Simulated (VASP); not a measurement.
# ZnSb2C (I-42d) in VASP: settings compared, part 2 of 2

VASP 6.6.1.

### Step 3. Single point, PBE

This run uses another cell than the first one, of 22.00 Å³/atom.

INCAR

```
SYSTEM = ZnSb2C
PREC = Accurate
ENCUT = 520
EDIFF = 1E-6
ISMEAR = -1
SIGMA = 0.02
LREAL = .FALSE.
LASPH = .TRUE.
NELM = 60
ALGO = Normal
ISIF = 2
LWAVE = .FALSE.
LCHARG = .TRUE.
GGA = PE
LELF = .TRUE.
LVHAR = .TRUE.
NBANDS = 36
```

KPOINTS

```
regular mesh
0
G
  6 6 6
  0 0 0
```

POSCAR

```
ZnSb2C
1.0
   -2.8697881011      2.8697881011      5.3423199873
    2.8697881011     -2.8697881011      5.3423199873
    2.8697881011      2.8697881011     -5.3423199873
Zn Sb C
2 4 2
Direct
    0.0000000000      0.0000000000      0.0000000000
    0.7500000000      0.2500000000      0.5000000000
    0.3750000000      0.4280887722      0.5530887722
    0.1780887722      0.6250000000      0.0530887722
    0.8750000000      0.8219112278      0.4469112278
    0.5719112278      0.1250000000     -0.0530887722
    0.5000000000      0.5000000000      0.0000000000
    0.2500000000      0.7500000000      0.5000000000
```

Potentials or basis: VASP PAW PBE potentials, release 64 (Zn, Sb, C).

Started as:

```
cat potpaw_PBE.64/Zn/POTCAR potpaw_PBE.64/Sb/POTCAR potpaw_PBE.64/C/POTCAR > POTCAR
mpirun -np 1 vasp_std > vasp.out
```

OUTCAR:

```text
SYSTEM = ZnSb2C
   PREC = Accurate
   ENCUT = 520
   EDIFF = 1E-6
   ISMEAR = -1
   LREAL = .FALSE.
   LASPH = .TRUE.
   NELM = 60
   ISIF = 2
   GGA = PE

 ion  position               nearest neighbor table
   1  0.000  0.000  0.000-   4 2.62   3 2.62   6 2.62   5 2.62
   2  0.750  0.250  0.500-   3 2.62   4 2.62   5 2.62   6 2.62
   3  0.375  0.428  0.553-   7 2.26   8 2.26   2 2.62   1 2.62   5 3.65   5 3.65   4 3.72   6 3.72
                             4 3.72   6 3.72
   4  0.178  0.625  0.053-   7 2.26   8 2.26   1 2.62   2 2.62   6 3.65   6 3.65   3 3.72   5 3.72
                             3 3.72   5 3.72
   5  0.875  0.822  0.447-   7 2.26   8 2.26   1 2.62   2 2.62   3 3.65   3 3.65   4 3.72   6 3.72
                             4 3.72   6 3.72
   6  0.572  0.125  0.947-   8 2.26   7 2.26   2 2.62   1 2.62   4 3.65   4 3.65   5 3.72   3 3.72
                             3 3.72   5 3.72
   7  0.500  0.500  0.000-   5 2.26   4 2.26   3 2.26   6 2.26
   8  0.250  0.750  0.500-   6 2.26   4 2.26   5 2.26   3 2.26

  LATTYP: Found a body centered tetragonal cell.
 ALAT       =     5.7395762022
 C/A-ratio  =     1.8615729800

  Lattice vectors:

 A1 = (  -2.8697881011,   2.8697881011,   5.3423199873)
[... 194 lines left out ...]
 cond. band min:       5.6635805986   @ k =   0.0000   0.0000   0.0000
 fundamental gap:      0.0305568227
 Fermi energy:         5.6534852063

 k-point     1 :       0.0000    0.0000    0.0000
  band No.  band energies     occupation
      1      -8.0354      2.00000
      2      -5.5657      2.00000
      3      -3.8604      2.00000
      4      -3.8212      2.00000
      5      -3.8212      2.00000
      6      -1.9425      2.00000
[... 925 lines left out ...]
     35       9.9471      0.00000
     36      10.3906      0.00000

 [... further k-points ...]
[... 5 lines left out ...]
  --------------------------------------------------------------------------------------
  -------------------------------------------------------------------------------------
  Total        0.1797523      0.1797523      0.1381009      0.0000000      0.0000000      0.0000000
  in kB        1.6364222      1.6364222      1.2572378      0.0000000      0.0000000      0.0000000
  external PRESSURE =       1.5100274 kB  Pullay stress =       0.0000000 kB

 VOLUME and BASIS-vectors are now :
 -----------------------------------------------------------------------------
  energy-cutoff  :      520.00
  volume of cell :      175.99
      direct lattice vectors                 reciprocal lattice vectors
    -2.869788101  2.869788101  5.342319987     0.000000000  0.174228892  0.093592297
     2.869788101 -2.869788101  5.342319987     0.174228892  0.000000000  0.093592297
     2.869788101  2.869788101 -5.342319987     0.174228892  0.174228892  0.000000000

 POSITION                                       TOTAL-FORCE (eV/Angst)
 -----------------------------------------------------------------------------------
      0.00000      0.00000      0.00000         0.000000     -0.000000      0.000000
     -0.00000      2.86979      2.67116         0.000000     -0.000000     -0.000000
      1.73960      1.43489      1.33558        -0.023109     -0.000000     -0.000000
      1.43489     -1.13019      4.00674         0.000000     -0.023109     -0.000000
      1.13019      1.43489      6.67790         0.023109     -0.000000      0.000000
      1.43489      3.99998     -1.33558         0.000000      0.023109      0.000000
      0.00000      0.00000      5.34232         0.000000     -0.000000     -0.000000
      2.86979     -0.00000      2.67116         0.000000     -0.000000     -0.000000
 -----------------------------------------------------------------------------------
    total drift:                               -0.000006     -0.000006     -0.000010

  FREE ENERGIE OF THE ION-ELECTRON SYSTEM (eV)
  ---------------------------------------------------
  free  energy   TOTEN  =       -32.2038454469 eV

  energy  without entropy=      -32.2035057981  energy(sigma->0) =      -32.20367562
```

OSZICAR:

```text
N       E                     dE             d eps       ncg     rms          rms(c)
DAV:   1     0.350866106514E+03    0.35087E+03   -0.21353E+04  2160   0.141E+03
DAV:   2     0.511527629134E+01   -0.34575E+03   -0.33236E+03  2404   0.323E+02
DAV:   3    -0.334183946178E+02   -0.38534E+02   -0.37505E+02  2604   0.106E+02
DAV:   4    -0.352257188951E+02   -0.18073E+01   -0.17879E+01  2584   0.225E+01
DAV:   5    -0.352639518495E+02   -0.38233E-01   -0.38164E-01  2564   0.343E+00    0.113E+01
DAV:   6    -0.320969573323E+02    0.31670E+01   -0.11447E+01  3460   0.444E+01    0.679E+00
DAV:   7    -0.322598765154E+02   -0.16292E+00   -0.45848E+00  2400   0.134E+01    0.379E+00
DAV:   8    -0.322279796223E+02    0.31897E-01   -0.81734E-01  2552   0.411E+00    0.136E+00
DAV:   9    -0.322029160555E+02    0.25064E-01   -0.15603E-01  2516   0.208E+00    0.444E-01
DAV:  10    -0.322033528504E+02   -0.43679E-03   -0.34867E-02  2780   0.729E-01    0.179E-01
DAV:  11    -0.322039663875E+02   -0.61354E-03   -0.21587E-03  2588   0.268E-01    0.868E-02
DAV:  12    -0.322038317415E+02    0.13465E-03   -0.30330E-04  2888   0.108E-01    0.432E-02
DAV:  13    -0.322038516787E+02   -0.19937E-04   -0.23022E-04  2480   0.606E-02    0.421E-02
DAV:  14    -0.322038466898E+02    0.49889E-05   -0.12583E-05  2544   0.175E-02    0.213E-02
DAV:  15    -0.322038451712E+02    0.15186E-05   -0.75790E-06  2484   0.195E-02    0.575E-03
DAV:  16    -0.322038454469E+02   -0.27565E-06   -0.78199E-07  1320   0.751E-03
   1 F= -.32203845E+02 E0= -.32203676E+02  d E =-.339649E-03
```

Wall time 2.8 min (1 thread of AMD EPYC 9R45 (Zen 5), shared host); peak memory 0.42 GiB.

Results:

- Free energy: -32.2038 eV
- Pressure: 0.2 GPa
- Largest force: 0.023 eV/Å
- Band gap on the k mesh: 0.03 eV

Forces in eV/Å, atoms in the order of the input:
```
Zn   0.000  0.000  0.000
Zn   0.000  0.000  0.000
Sb  -0.023  0.000  0.000
Sb   0.000 -0.023  0.000
Sb   0.023  0.000  0.000
Sb   0.000  0.023  0.000
C    0.000  0.000  0.000
C    0.000  0.000  0.000
```

Levels at points of the mesh, in eV from the valence-band top:
| k point | band 22 | band 23 | band 24 | band 25 | band 26 | band 27 | band 28 | band 29 | band 30 | band 31 |
| --- | --- | --- | --- | --- | --- | --- | --- | --- | --- | --- |
| (0.00, 0.00, 0.00) | -2.41 | -2.41 | -0.13 | -0.13 | 0.00 | 0.03 | 0.77 | 0.90 | 2.50 | 2.50 |
| (0.50, 0.00, 0.00) | -3.14 | -2.53 | -1.84 | -1.30 | -0.41 | 1.44 | 1.72 | 2.31 | 2.32 | 3.47 |
| (0.50, 0.50, 0.00) | -2.29 | -1.32 | -1.32 | -0.53 | -0.53 | 0.53 | 0.53 | 2.39 | 2.39 | 3.27 |
| (0.50, 0.50, 0.50) | -2.39 | -2.30 | -2.30 | -0.75 | -0.75 | 0.73 | 0.73 | 1.85 | 1.85 | 2.01 |

Caveat: spin-orbit coupling is left out, which moves the levels of the heavy elements.

### Step 4. Single point, r2SCAN

POSCAR

```
ZnSb2C
1.0
   -2.8352664757      2.8352664757      5.3222793505
    2.8352664757     -2.8352664757      5.3222793505
    2.8352664757      2.8352664757     -5.3222793505
Zn Sb C
2 4 2
Direct
    0.0000000000      0.0000000000      0.0000000000
    0.7500000000      0.2500000000      0.5000000000
    0.3750000000      0.4259059750      0.5509059750
    0.1759059750      0.6250000000      0.0509059750
    0.8750000000      0.8240940250      0.4490940250
    0.5740940250      0.1250000000     -0.0509059750
    0.5000000000      0.5000000000      0.0000000000
    0.2500000000      0.7500000000      0.5000000000
```

INCAR.step1

```
SYSTEM = ZnSb2C
ALGO = Normal ; EDIFF = 1E-4
ENCUT = 520 ; GGA = PE
ISMEAR = -1 ; LASPH = .TRUE.
LCHARG = .FALSE. ; LREAL = .FALSE.
LWAVE = .TRUE. ; NBANDS = 36
NELM = 100 ; PREC = Accurate
SIGMA = 0.02
```

INCAR.step2

```
SYSTEM = ZnSb2C
ALGO = Normal ; EDIFF = 1E-6
ENCUT = 520 ; ISIF = 2
ISMEAR = -1 ; ISTART = 1
LASPH = .TRUE. ; LCHARG = .TRUE.
LELF = .TRUE. ; LMIXTAU = .TRUE.
LREAL = .FALSE. ; LVHAR = .TRUE.
LWAVE = .FALSE. ; METAGGA = R2SCAN
NBANDS = 36 ; NELM = 100
PREC = Accurate ; SIGMA = 0.02
```

KPOINTS

```
k-points
0
G
  6 6 6
  0 0 0
```

Started as:

```
cat potpaw_PBE.64/Zn/POTCAR potpaw_PBE.64/Sb/POTCAR potpaw_PBE.64/C/POTCAR > POTCAR
cp INCAR.step1 INCAR
mpirun -np 1 vasp_std > vasp.out
cp INCAR.step2 INCAR
mpirun -np 1 vasp_std > vasp.out
```

It took 9.8 min on 1 thread of AMD EPYC 9R45 (Zen 5), shared host; peak memory 0.44 GiB.

Results (log left out):

| Property | Result |
| --- | --- |
| Free energy | -135.7280 eV |
| Pressure | 0.2 GPa |
| Largest force | 0.038 eV/Å |
| Band gap on the k mesh | 0.31 eV |

Forces on the atoms (eV/Å):
```
Zn   0.000  0.000  0.000
Zn   0.000  0.000  0.000
Sb  -0.038  0.000  0.000
Sb   0.000 -0.038  0.000
Sb   0.038  0.000  0.000
Sb   0.000  0.038  0.000
C    0.000  0.000  0.000
C    0.000  0.000  0.000
```

Levels at points of the mesh, in eV from the valence-band top:
| k point | band 22 | band 23 | band 24 | band 25 | band 26 | band 27 | band 28 | band 29 | band 30 | band 31 |
| --- | --- | --- | --- | --- | --- | --- | --- | --- | --- | --- |
| (0.00, 0.00, 0.00) | -2.66 | -2.66 | -0.16 | -0.16 | 0.00 | 0.31 | 0.99 | 1.10 | 2.73 | 2.73 |
| (0.50, 0.00, 0.00) | -3.35 | -2.72 | -2.02 | -1.47 | -0.49 | 1.60 | 1.95 | 2.58 | 2.60 | 3.79 |
| (0.50, 0.50, 0.00) | -2.47 | -1.45 | -1.45 | -0.62 | -0.61 | 0.72 | 0.72 | 2.77 | 2.77 | 3.55 |
| (0.50, 0.50, 0.50) | -2.54 | -2.48 | -2.48 | -0.92 | -0.92 | 0.86 | 0.86 | 2.09 | 2.09 | 2.23 |

Caveat: the PAW data sets were made with another functional, which shifts forces and pressure a little; spin-orbit coupling is left out, which moves the levels of the heavy elements.

### Step 5. Summary

```tsv
level	cell	gap on the mesh (eV)	pressure (GPa)	largest force (eV/Å)
PBE	a = 6.664 Å, angles 129.6, 129.6, 74.0°, 8 atoms, atomic positions A	0.14	2.1	0.07
PBE	a = 6.709 Å, angles 129.4, 129.4, 74.4°, 8 atoms, atomic positions B	0.03	0.2	0.02
r2SCAN	a = 6.664 Å, angles 129.6, 129.6, 74.0°, 8 atoms, atomic positions A	0.31	0.2	0.04
```

Alike in all rows: task single point; potentials or basis VASP PAW PBE potentials, release 64 (Zn, Sb, C); no spin polarisation; k mesh 6 × 6 × 6; cutoff (eV) 520; smearing fermi-dirac 0.02 eV.

Caveats: spin-orbit coupling is left out, which moves the levels of the heavy elements; the PAW data sets were made with another functional, which shifts forces and pressure a little (at least some runs).

Absolute energies hang on the potentials; compare differences alone.
